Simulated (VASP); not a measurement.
# In2TeBr4 (P3m1) in VASP: a series of runs

In2TeBr4 is run at these levels: PBE; tasks: single point.

Program: VASP 6.6.1. These are calculated values, not measurements. Logs are shortened: lines on timing, memory, paths and dates and some standing lists are left out, and cuts for length are marked.

### 1 The cell of the first run

The structure is trigonal, space group P3m1 (No. 156). Conventional cell: a = 4.971 Å, b = 4.971 Å, c = 14.580 Å, α = 90.00°, β = 90.00°, γ = 120.00°. Within 4.3 Å of In (site symmetry 3m) lie 6 Br at 3.27 to 3.46 Å. In (site symmetry 3m) has 4 Br at 2.73 to 2.92 Å within 3.6 Å. Within 3.9 Å of Te (site symmetry 3m) lie 4 Br at 2.93 to 3.21 Å. Br (site symmetry 3m) has 3 Te at 2.93 Å within 3.9 Å. Br (site symmetry 3m) has 4 In at 2.73 to 3.46 Å within 3.6 Å. Within 4.2 Å of Br (site symmetry 3m) lie 1 Te at 3.21 Å and 3 In at 3.27 Å. Br (site symmetry 3m) has 3 In at 2.92 Å within 3.8 Å.

The cell was generated, and may not be a known phase.

### 2 Single point, PBE

INCAR reads:

```
PREC = Accurate ; ENCUT = 500
EDIFF = 1E-6 ; ISMEAR = 0
SIGMA = 0.15 ; LREAL = F
LASPH = T ; NELM = 120
ALGO = Normal ; ISIF = 2
LWAVE = F ; LCHARG = F
GGA = PE ; NBANDS = 39
GGA_COMPAT = F
```

KPOINTS reads:

```
regular mesh
0
Gamma
  3 3 1
```

POSCAR reads:

```
In2TeBr4
1.0
    4.9705155246      0.0000000000      0.0000000000
   -2.4852577623      4.3045927142      0.0000000000
    0.0000000000      0.0000000000     14.5804678430
In Te Br
2 1 4
Direct
    0.6666666667      0.3333333333      0.3820735969
    0.3333333333      0.6666666667      0.0618558358
    0.0000000000      0.0000000000      0.7098095061
    0.3333333333      0.6666666667      0.7503218639
    0.3333333333      0.6666666667      0.2491180634
    0.0000000000      0.0000000000      0.4893316512
    0.0000000000      0.0000000000      1.0254895427
```

Potentials or basis: VASP PAW PBE potentials, release 64 (In_d, Te, Br).

Run with:

```sh
cat potpaw_PBE.64/In_d/POTCAR potpaw_PBE.64/Te/POTCAR potpaw_PBE.64/Br/POTCAR > POTCAR
mpirun -np 1 vasp_std > vasp.out
```

OUTCAR:

```text
PREC = Accurate
   ENCUT = 500
   EDIFF = 1E-6
   ISMEAR = 0
   LREAL = F
   LASPH = T
   NELM = 120
   ISIF = 2
   GGA = PE

 ion  position               nearest neighbor table
   1  0.667  0.333  0.382-   6 3.27   6 3.27   6 3.27
   2  0.333  0.667  0.062-   5 2.73   7 2.92   7 2.92   7 2.92
   3  0.000  0.000  0.710-   4 2.93   4 2.93   4 2.93   6 3.21
   4  0.333  0.667  0.750-   3 2.93   3 2.93   3 2.93
   5  0.333  0.667  0.249-   2 2.73
   6  0.000  0.000  0.489-   3 3.21   1 3.27   1 3.27   1 3.27
   7  0.000  0.000  0.025-   2 2.92   2 2.92   2 2.92

  LATTYP: Found a hexagonal cell.
 ALAT       =     4.9705155246
 C/A-ratio  =     2.9333914703

  Lattice vectors:

 A1 = (   4.9705155246,   0.0000000000,   0.0000000000)
 A2 = (  -2.4852577623,   4.3045927142,   0.0000000000)
 A3 = (   0.0000000000,   0.0000000000,  14.5804678430)

Analysis of symmetry for initial positions (statically):
=====================================================================
 Subroutine PRICEL returns:
 Original cell was already a primitive cell.

 Routine SETGRP: Setting up the symmetry group for a
 hexagonal supercell.

 Subroutine GETGRP returns: Found  6 space group operations
 (whereof  6 operations were pure point group operations)
 out of a pool of 24 trial point group operations.

The static configuration has the point symmetry C_3v.

Analysis of symmetry for dynamics (positions and initial velocities):
=====================================================================
 Subroutine PRICEL returns:
 Original cell was already a primitive cell.

 Routine SETGRP: Setting up the symmetry group for a
 hexagonal supercell.

 Subroutine GETGRP returns: Found  6 space group operations
 (whereof  6 operations were pure point group operations)
 out of a pool of 24 trial point group operations.

The dynamic configuration has the point symmetry C_3v.

 Subroutine INISYM returns: Found  6 space group operations
 (whereof  6 operations are pure point group operations),
 and found     1 'primitive' translations

----------------------------------------------------------------------------------------

                                     Primitive cell

  volume of cell :     311.9643

  direct lattice vectors                    reciprocal lattice vectors
     4.970515525  0.000000000  0.000000000     0.201186375  0.116155008  0.000000000
    -2.485257762  4.304592714  0.000000000     0.000000000  0.232310015  0.000000000
     0.000000000  0.000000000 14.580467843     0.000000000  0.000000000  0.068584905

  length of vectors
     4.970515525  4.970515525 14.580467843     0.232310015  0.232310015  0.068584905

  position of ions in fractional coordinates (direct lattice)
     0.666666667  0.333333333  0.382073597
     0.333333333  0.666666667  0.061855836
     0.000000000  0.000000000  0.709809506
     0.333333333  0.666666667  0.750321864
     0.333333333  0.666666667  0.249118063
     0.000000000  0.000000000  0.489331651
     0.000000000  0.000000000  0.025489543

  ion indices of the primitive-cell ions
   primitive index   ion index
                 1           1
                 2           2
                 3           3
                 4           4
                 5           5
                 6           6
                 7           7

----------------------------------------------------------------------------------------

 KPOINTS: regular mesh

Automatic generation of k-mesh.
 Grid dimensions read from file:
 generate k-points for:    3    3    1

 Generating k-lattice:

  Cartesian coordinates                     Fractional coordinates (reciprocal lattice)
     0.067062125  0.038718336  0.000000000     0.333333333  0.000000000  0.000000000
     0.000000000  0.077436672  0.000000000     0.000000000  0.333333333  0.000000000
     0.000000000  0.000000000  0.068584905     0.000000000  0.000000000  1.000000000

  Length of vectors
     0.077436672  0.077436672  0.068584905

  Shift w.r.t. Gamma in fractional coordinates (k-lattice)
     0.000000000  0.000000000  0.000000000

 Subroutine IBZKPT returns following result:
 ===========================================

 Found      3 irreducible k-points:

 Following reciprocal coordinates:
            Coordinates               Weight
  0.000000  0.000000  0.000000      1.000000
  0.333333  0.000000  0.000000      6.000000
  0.333333  0.333333  0.000000      2.000000
   k-points           NKPTS =      3   k-points in BZ     NKDIM =      3   number of bands    NBANDS=     39
   number of dos      NEDOS =    301   number of ions     NIONS =      7
   total plane-waves  NPLWV = 139968
   dimension x,y,z NGX =    36 NGY =   36 NGZ =  108
   dimension x,y,z NGXF=    72 NGYF=   72 NGZF=  216
   ions per type =               2   1   4
   NGX,Y,Z   is equivalent  to a cutoff of  12.04, 12.04, 12.31 a.u.
   NGXF,Y,Z  is equivalent  to a cutoff of  24.08, 24.08, 24.63 a.u.
 SYSTEM =  unknown system
   PREC   = accura    normal or accurate (medium, high low for compatibility)
   ISTART =      0    job   : 0-new  1-cont  2-samecut
   ICHARG =      2    charge: 1-file 2-atom 10-const
   ISPIN  =      1    spin polarized calculation?
   LNONCOLLINEAR =      F non collinear calculations
   LSORBIT =      F    spin-orbit coupling
   LASPH  =      T    aspherical Exc in radial PAW
   ENCUT  =  500.0 eV  36.75 Ry    6.06 a.u.   9.06  9.06 26.58*2*pi/ulx,y,z
   NELM   =    120;   NELMIN=  2; NELMDL= -5     # of ELM steps
   EDIFF  = 0.1E-05   stopping-criterion for ELM
   LREAL  =      F    real-space projection
[... 7 lines left out ...]
   TEBEG  =    0.0;   TEEND  =   0.0 temperature during run
   PSTRESS=    0.0 pullay stress
   NELECT =      60.0000    total number of electrons
   NUPDOWN=      -1.0000    fix difference up-down
   EMIN   =  10.00;   EMAX   =-10.00  energy-range for DOS
   EFERMI =   0.00;   METHOD = LEGACY
   ISMEAR =     0;   SIGMA  =   0.15  broadening in eV -4-tet -1-fermi 0-gaus
   EFERMI_NEDOS =   21; number of points for ismear=-14 and -15
   IALGO  =     38    algorithm
   IMIX   =      4    mixing-type and parameters
     AMIX     =   0.40;   BMIX     =  1.00
     AMIX_MAG =   1.60;   BMIX_MAG =  1.00
  volume/ion in A,a.u.               =      44.57       300.75
  Fermi-wavevector in a.u.,A,eV,Ry     =   0.944982  1.785757 12.149883  0.892991
  Thomas-Fermi vector in A             =   2.072840
   LORBIT       =      0    0 simple, 1 ext, 2 COOP (PROOUT), +10 PAW based schemes
   GGA     = PE    functional components
   LHFCALC =     F    Hartree Fock is set to
   AEXX    =    0.0000 exact exchange contribution
   IVDW    =     0    specifies the selected vdW correction
   LEPSILON=     F    determine dielectric tensor
   LRPA    =     F    only Hartree local field effects (RPA)
 non-spin polarized calculation
 Gauss-broadening in eV      SIGMA  =   0.15
  energy-cutoff  :      500.00
  volume of cell :      311.96
 maximum number of plane-waves:      7965
   NGX = 19   NGY = 19   NGZ = 53

 number of electron      60.0000000 magnetization

 Free energy of the ion-electron system (eV)
  ---------------------------------------------------
  ext. energy  EPLUGINS =         0.00000000
  ---------------------------------------------------
  free energy    TOTEN  =       -16.77905210 eV

  energy without entropy =      -16.73717487  energy(sigma->0) =      -16.75811348

 E-fermi :   0.6059     XC(G=0):  -6.9766

 val. band max:        0.4783943174   @ k =   0.3333   0.3333   0.0000
 cond. band min:       0.9141035253   @ k =   0.0000   0.0000   0.0000
 fundamental gap:      0.4357092079
 Fermi energy:         0.6058842590

 k-point     1 :       0.0000    0.0000    0.0000
  band No.  band energies     occupation
      1     -15.0571      2.00000
      2     -14.3982      2.00000
      3     -13.7396      2.00000
      4     -13.3801      2.00000
      5     -13.3645      2.00000
      6     -13.3645      2.00000
[... 31 lines left out ...]
     38       5.0228      0.00000
     39       5.6765      0.00000

 k-point     2 :       0.3333    0.0000    0.0000
  band No.  band energies     occupation
      1     -14.9095      2.00000
      2     -14.3973      2.00000
      3     -13.7514      2.00000
      4     -13.4039      2.00000
      5     -13.3525      2.00000
      6     -13.3025      2.00000
[... 31 lines left out ...]
     38       5.6180      0.00000
     39       6.3839      0.00000

 k-point     3 :       0.3333    0.3333    0.0000
  band No.  band energies     occupation
      1     -14.8287      2.00000
      2     -14.3974      2.00000
      3     -13.7557      2.00000
      4     -13.4143      2.00000
      5     -13.3484      2.00000
      6     -13.3011      2.00000
[... 31 lines left out ...]
     38       5.3712      0.00000
     39       5.6716      0.00000

------------------------ aborting loop because EDIFF is reached ----------------------------------------

  FORCE on cell =-STRESS in cart. coord.  units (eV):
  Direction    XX          YY          ZZ          XY          YZ          ZX
  --------------------------------------------------------------------------------------
  -------------------------------------------------------------------------------------
  Total        0.5257794      0.5257794     -0.2479560     -0.0000000      0.0000000     -0.0000000
  in kB        2.7002826      2.7002826     -1.2734451     -0.0000000      0.0000000     -0.0000000
  external PRESSURE =       1.3757067 kB  Pullay stress =       0.0000000 kB

 VOLUME and BASIS-vectors are now :
 -----------------------------------------------------------------------------
  energy-cutoff  :      500.00
  volume of cell :      311.96
      direct lattice vectors                 reciprocal lattice vectors
     4.970515525  0.000000000  0.000000000     0.201186375  0.116155008  0.000000000
    -2.485257762  4.304592714  0.000000000     0.000000000  0.232310015  0.000000000
     0.000000000  0.000000000 14.580467843     0.000000000  0.000000000  0.068584905

 POSITION                                       TOTAL-FORCE (eV/Angst)
 -----------------------------------------------------------------------------------
      2.48526      1.43486      5.57081         0.000000      0.000000      0.007119
     -0.00000      2.86973      0.90189        -0.000000      0.000000     -0.019537
      0.00000      0.00000     10.34935        -0.000000      0.000000     -0.058847
     -0.00000      2.86973     10.94004        -0.000000      0.000000     -0.022346
     -0.00000      2.86973      3.63226         0.000000     -0.000000      0.050893
      0.00000      0.00000      7.13468         0.000000      0.000000      0.063345
      0.00000      0.00000      0.37165         0.000000     -0.000000     -0.020628
 -----------------------------------------------------------------------------------
    total drift:                                0.000000     -0.000000     -0.000562

  FREE ENERGIE OF THE ION-ELECTRON SYSTEM (eV)
  ---------------------------------------------------
  free  energy   TOTEN  =       -16.7790520951 eV

  energy  without entropy=      -16.7371748685  energy(sigma->0) =      -16.75811348
```

It took 2.1 min on 1 thread of Intel Xeon 8259CL, shared host; peak memory 0.38 GiB.

Results:

```yaml
Free_energy: -16.7791 eV
Pressure: 0.1 GPa
Largest_force: 0.063 eV/Å
Band_gap_on_the_k_mesh: zero (bands 30 and 31 overlap by 0.03 eV)
```

Forces on the atoms (eV/Å):
```
In   0.000  0.000  0.007
In   0.000  0.000 -0.020
Te   0.000  0.000 -0.059
Br   0.000  0.000 -0.022
Br   0.000  0.000  0.051
Br   0.000  0.000  0.063
Br   0.000  0.000 -0.021
```

Stress tensor (GPa, compression positive):
```
 0.27  0.00  0.00
 0.00  0.27  0.00
 0.00  0.00 -0.13
```

Caveat: the k points lie up to 0.49 Å⁻¹ apart; semilocal functionals underestimate gaps, and a narrow one can read as zero; spin-orbit coupling is left out, which moves the levels of the heavy elements.

(Continued in part 2 of 2.)

The gap in the log of VASP goes by the Fermi energy; the results here count the filled bands.